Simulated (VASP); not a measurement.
# Li (P6_3/mmc) in VASP: single point with PBEsol

Aim: the single point of Li with PBEsol.

All numbers are computed with VASP 6.6.1; they aren't measurements. Logs are shortened: lines on timing, memory, paths and dates and some standing lists are left out, and cuts for length are marked.

## Step 1: The cell of the first run

It takes space group P6_3/mmc (No. 194, hexagonal). Conventional cell: a = 3.034 Å, b = 3.034 Å, c = 10.216 Å, α = 90.00°, β = 90.00°, γ = 120.00°. Within 4.0 Å of Li (site symmetry -3m) lie 12 Li at 3.03 to 3.10 Å. Within 4.0 Å of Li (site symmetry -6m2) lie 12 Li at 3.03 to 3.10 Å.

This isn't the form of Li at room conditions, which is bcc.

## Step 2: Single point, PBEsol

INCAR

```
SYSTEM = Li
PREC     = Accurate       ! precision mode
ENCUT    = 520            ! plane-wave cutoff, eV
EDIFF    = 1E-7           ! SCF threshold, eV
ISMEAR   = -1             ! smearing method
SIGMA    = 0.1            ! smearing width, eV
LREAL    = .FALSE.        ! projectors in reciprocal space
LASPH    = .TRUE.         ! aspherical terms in the spheres
NELM     = 80             ! most SCF steps
ALGO     = Normal         ! electronic algorithm
ISIF     = 2              ! what is computed and relaxed
LWAVE    = .FALSE.        ! write WAVECAR
LCHARG   = .FALSE.        ! write CHGCAR
GGA      = PS             ! functional
NBANDS   = 14             ! bands
```

KPOINTS

```
Automatic mesh
0
G
  8 8 3
  0 0 0
```

POSCAR

```
Li
1.0
    3.0343860000      0.0000000000      0.0000000000
   -1.5171930000      2.6278550000      0.0000000000
    0.0000000000      0.0000000000     10.2162080000
Li
4
Direct
    0.0000000000      0.0000000000      0.0000000000
    0.3333330000      0.6666670000      0.2500000000
    0.0000000000      0.0000000000      0.5000000000
    0.6666670000      0.3333330000      0.7500000000
```

Potentials or basis: VASP PAW PBE potentials, release 64 (Li_sv).

Started as:

```console
$ cat potpaw_PBE.64/Li_sv/POTCAR > POTCAR
$ mpirun -np 1 vasp_std > vasp.out
```

OUTCAR:

```text
SYSTEM = Li
   PREC = Accurate
   ENCUT = 520
   EDIFF = 1E-7
   ISMEAR = -1
   LREAL = .FALSE.
   LASPH = .TRUE.
   NELM = 80
   ISIF = 2
   GGA = PS

 ion  position               nearest neighbor table
   1  0.000  0.000  0.000-
   2  0.333  0.667  0.250-
   3  0.000  0.000  0.500-
   4  0.667  0.333  0.750-

  LATTYP: Found a hexagonal cell.
 ALAT       =     3.0343860000
 C/A-ratio  =     3.3668122645

  Lattice vectors:

 A1 = (   3.0343860000,   0.0000000000,   0.0000000000)
 A2 = (  -1.5171930000,   2.6278550000,   0.0000000000)
 A3 = (   0.0000000000,   0.0000000000,  10.2162080000)

Analysis of symmetry for initial positions (statically):
=====================================================================
 Subroutine PRICEL returns:
 Original cell was already a primitive cell.

 Routine SETGRP: Setting up the symmetry group for a
 hexagonal supercell.

 Subroutine GETGRP returns: Found 24 space group operations
 (whereof 12 operations were pure point group operations)
 out of a pool of 24 trial point group operations.

The static configuration has the point symmetry D_3d.
 The point group associated with its full space group is D_6h.

Analysis of symmetry for dynamics (positions and initial velocities):
=====================================================================
 Subroutine PRICEL returns:
 Original cell was already a primitive cell.

 Routine SETGRP: Setting up the symmetry group for a
 hexagonal supercell.

 Subroutine GETGRP returns: Found 24 space group operations
 (whereof 12 operations were pure point group operations)
 out of a pool of 24 trial point group operations.

The dynamic configuration has the point symmetry D_3d.
 The point group associated with its full space group is D_6h.

 Subroutine INISYM returns: Found 24 space group operations
 (whereof 12 operations are pure point group operations),
 and found     1 'primitive' translations

----------------------------------------------------------------------------------------

                                     Primitive cell

  volume of cell :      81.4633

  direct lattice vectors                    reciprocal lattice vectors
     3.034386000  0.000000000  0.000000000     0.329555963  0.190269250  0.000000000
    -1.517193000  2.627855000  0.000000000     0.000000000  0.380538500  0.000000000
     0.000000000  0.000000000 10.216208000     0.000000000  0.000000000  0.097883677

  length of vectors
     3.034386000  3.034385687 10.216208000     0.380538461  0.380538500  0.097883677

  position of ions in fractional coordinates (direct lattice)
     0.000000000  0.000000000  0.000000000
     0.333333000  0.666667000  0.250000000
     0.000000000  0.000000000  0.500000000
     0.666667000  0.333333000  0.750000000

  ion indices of the primitive-cell ions
   primitive index   ion index
                 1           1
                 2           2
                 3           3
                 4           4

----------------------------------------------------------------------------------------

 KPOINTS: Automatic mesh

Automatic generation of k-mesh.
 Grid dimensions read from file:
 generate k-points for:    8    8    3

 Generating k-lattice:

  Cartesian coordinates                     Fractional coordinates (reciprocal lattice)
     0.041194495  0.023783656  0.000000000     0.125000000  0.000000000  0.000000000
     0.000000000  0.047567313  0.000000000     0.000000000  0.125000000  0.000000000
     0.000000000  0.000000000  0.032627892     0.000000000  0.000000000  0.333333333

  Length of vectors
     0.047567308  0.047567313  0.032627892

  Shift w.r.t. Gamma in fractional coordinates (k-lattice)
     0.000000000  0.000000000  0.000000000

 Subroutine IBZKPT returns following result:
 ===========================================

 Found     20 irreducible k-points:

 Following reciprocal coordinates:
            Coordinates               Weight
  0.000000  0.000000  0.000000      1.000000
  0.125000 -0.000000  0.000000      6.000000
  0.250000 -0.000000  0.000000      6.000000
  0.375000  0.000000  0.000000      6.000000
  0.500000 -0.000000  0.000000      3.000000
  0.125000  0.125000  0.000000      6.000000
[... 12 lines left out ...]
  0.250000  0.250000  0.333333     12.000000
  0.375000  0.250000  0.333333     12.000000
   k-points           NKPTS =     20   k-points in BZ     NKDIM =     20   number of bands    NBANDS=     14
   number of dos      NEDOS =    301   number of ions     NIONS =      4
   total plane-waves  NPLWV =  46080
   dimension x,y,z NGX =    24 NGY =   24 NGZ =   80
   dimension x,y,z NGXF=    48 NGYF=   48 NGZF=  160
   ions per type =               4
   NGX,Y,Z   is equivalent  to a cutoff of  13.15, 13.15, 13.02 a.u.
   NGXF,Y,Z  is equivalent  to a cutoff of  26.30, 26.30, 26.04 a.u.
 SYSTEM =  Li
   PREC   = accura    normal or accurate (medium, high low for compatibility)
   ISTART =      0    job   : 0-new  1-cont  2-samecut
   ICHARG =      2    charge: 1-file 2-atom 10-const
   ISPIN  =      1    spin polarized calculation?
   LNONCOLLINEAR =      F non collinear calculations
   LSORBIT =      F    spin-orbit coupling
   LASPH  =      T    aspherical Exc in radial PAW
   ENCUT  =  520.0 eV  38.22 Ry    6.18 a.u.   5.64  5.64 19.00*2*pi/ulx,y,z
   NELM   =     80;   NELMIN=  2; NELMDL= -5     # of ELM steps
   EDIFF  = 0.1E-06   stopping-criterion for ELM
   LREAL  =      F    real-space projection
   EDIFFG = 0.1E-05   stopping-criterion for IOM
   NSW    =      0    number of steps for IOM
   IBRION =     -1    ionic relax: 0-MD 1-quasi-New 2-CG
   NFREE  =      0    steps in history (QN), initial steepest desc. (CG)
   ISIF   =      2    stress and relaxation
   ISYM   =      2    0-nonsym 1-usesym 2-fastsym
   POTIM  = 0.5000    time-step for ionic-motion
   TEBEG  =    0.0;   TEEND  =   0.0 temperature during run
   PSTRESS=    0.0 pullay stress
   NELECT =      12.0000    total number of electrons
   NUPDOWN=      -1.0000    fix difference up-down
   EMIN   =  10.00;   EMAX   =-10.00  energy-range for DOS
   EFERMI =   0.00;   METHOD = LEGACY
   ISMEAR =    -1;   SIGMA  =   0.10  broadening in eV -4-tet -1-fermi 0-gaus
   EFERMI_NEDOS =   21; number of points for ismear=-14 and -15
   IALGO  =     38    algorithm
   IMIX   =      4    mixing-type and parameters
     AMIX     =   0.40;   BMIX     =  1.00
     AMIX_MAG =   1.60;   BMIX_MAG =  1.00
  volume/ion in A,a.u.               =      20.37       137.44
  Fermi-wavevector in a.u.,A,eV,Ry     =   0.864599  1.633855 10.170776  0.747531
  Thomas-Fermi vector in A             =   1.982719
   LORBIT       =      0    0 simple, 1 ext, 2 COOP (PROOUT), +10 PAW based schemes
   GGA     = PS    functional components
   LHFCALC =     F    Hartree Fock is set to
   AEXX    =    0.0000 exact exchange contribution
   IVDW    =     0    specifies the selected vdW correction
   LEPSILON=     F    determine dielectric tensor
   LRPA    =     F    only Hartree local field effects (RPA)
 non-spin polarized calculation
  energy-cutoff  :      520.00
  volume of cell :       81.46
 maximum number of plane-waves:      2216
 NGX is ok and might be reduce to    24
   NGX = 11   NGY = 11   NGZ = 37

 number of electron      12.0000001 magnetization

 Free energy of the ion-electron system (eV)
  ---------------------------------------------------
  ext. energy  EPLUGINS =         0.00000000
  ---------------------------------------------------
  free energy    TOTEN  =        -7.88470364 eV

  energy without entropy =       -7.81497912  energy(sigma->0) =       -7.84984138

 E-fermi :   0.6003     XC(G=0):  -7.0060

 val. band max:        0.5701606528   @ k =   0.2500   0.2500   0.3333
 cond. band min:       0.6203862071   @ k =   0.5000  -0.0000   0.0000
 fundamental gap:      0.0502255543
 Fermi energy:         0.6003363726

 k-point     1 :       0.0000    0.0000    0.0000
  band No.  band energies     occupation
      1     -45.3092      2.00000
      2     -45.3014      2.00000
      3     -45.3004      2.00000
      4     -45.2927      2.00000
      5      -2.9348      2.00000
      6      -1.8698      2.00000
      7      -1.8686      2.00000
      8       0.4403      1.66407
      9       3.2934      0.00000
     10       8.1059      0.00000
     11       8.1091      0.00000
     12      13.4682      0.00000
     13      13.4682      0.00000
     14      14.0188      0.00000

 k-point     2 :       0.1250   -0.0000    0.0000
  band No.  band energies     occupation
      1     -45.3067      2.00000
      2     -45.2994      2.00000
      3     -45.2986      2.00000
      4     -45.2912      2.00000
      5      -2.6820      2.00000
      6      -1.6096      2.00000
      7      -1.6084      2.00000
      8       0.7742      0.29892
      9       3.3952      0.00000
     10       8.2268      0.00000
     11       8.2455      0.00000
     12      11.2736      0.00000
     13      12.0643      0.00000
     14      12.3163      0.00000

 k-point     3 :       0.2500   -0.0000    0.0000
  band No.  band energies     occupation
      1     -45.3002      2.00000
      2     -45.2945      2.00000
      3     -45.2936      2.00000
      4     -45.2879      2.00000
      5      -1.9233      2.00000
      6      -0.8385      2.00000
      7      -0.8365      2.00000
      8       1.7724      0.00002
      9       3.6015      0.00000
     10       7.4946      0.00000
     11       8.0088      0.00000
     12       9.0014      0.00000
     13       9.4100      0.00000
     14       9.8919      0.00000
[... 256 lines left out ...]
 k-point    19 :       0.2500    0.2500    0.3333
  band No.  band energies     occupation
      1     -45.2895      2.00000
      2     -45.2885      2.00000
      3     -45.2856      2.00000
      4     -45.2846      2.00000
      5       0.2268      1.95339
      6       0.5702      1.14974
      7       1.9434      0.00000
      8       2.9352      0.00000
      9       4.6459      0.00000
     10       4.9355      0.00000
     11       5.1023      0.00000
     12       5.7376      0.00000
     13       6.4980      0.00000
     14       7.4469      0.00000

 k-point    20 :       0.3750    0.2500    0.3333
  band No.  band energies     occupation
      1     -45.2867      2.00000
      2     -45.2863      2.00000
      3     -45.2849      2.00000
      4     -45.2846      2.00000
      5       1.6592      0.00005
      6       1.8490      0.00001
      7       2.4488      0.00000
      8       2.5844      0.00000
      9       3.9189      0.00000
     10       3.9657      0.00000
     11       4.5696      0.00000
     12       4.9111      0.00000
     13       6.6686      0.00000
     14       7.0061      0.00000

------------------------ aborting loop because EDIFF is reached ----------------------------------------

  FORCE on cell =-STRESS in cart. coord.  units (eV):
  Direction    XX          YY          ZZ          XY          YZ          ZX
  --------------------------------------------------------------------------------------
  -------------------------------------------------------------------------------------
  Total        0.1865753      0.1865753     -0.6322468      0.0000000      0.0000000      0.0000000
  in kB        3.6694655      3.6694645    -12.4346993      0.0000000      0.0000000      0.0000000
  external PRESSURE =      -1.6985898 kB  Pullay stress =       0.0000000 kB

 VOLUME and BASIS-vectors are now :
 -----------------------------------------------------------------------------
  energy-cutoff  :      520.00
  volume of cell :       81.46
      direct lattice vectors                 reciprocal lattice vectors
     3.034386000  0.000000000  0.000000000     0.329555963  0.190269250  0.000000000
    -1.517193000  2.627855000  0.000000000     0.000000000  0.380538500  0.000000000
     0.000000000  0.000000000 10.216208000     0.000000000  0.000000000  0.097883677

 POSITION                                       TOTAL-FORCE (eV/Angst)
 -----------------------------------------------------------------------------------
      0.00000      0.00000      0.00000         0.000000      0.000000      0.000000
     -0.00000      1.75190      2.55405        -0.000000      0.000000      0.000000
      0.00000      0.00000      5.10810         0.000000      0.000000      0.000000
      1.51719      0.87595      7.66216        -0.000000     -0.000000     -0.000000
 -----------------------------------------------------------------------------------
    total drift:                                0.000000      0.000000      0.000000

  FREE ENERGIE OF THE ION-ELECTRON SYSTEM (eV)
  ---------------------------------------------------
  free  energy   TOTEN  =        -7.8847036389 eV

  energy  without entropy=       -7.8149791173  energy(sigma->0) =       -7.84984138
```

Wall time 34 s (1 thread of Intel Xeon 8259CL, shared host); peak memory 0.19 GiB.

Results:

| Quantity | Value |
| --- | --- |
| Free energy | -7.8847 eV |
| Band gap on the k mesh | zero (bands 6 and 7 overlap by 3.88 eV) |

Caveat: the cutoff is under 1.25 times the usual one of these potentials, so pressure, stress and relaxed cells hold a basis-set (Pulay) error; the PAW data sets were made with another functional, which shifts forces and pressure a little.
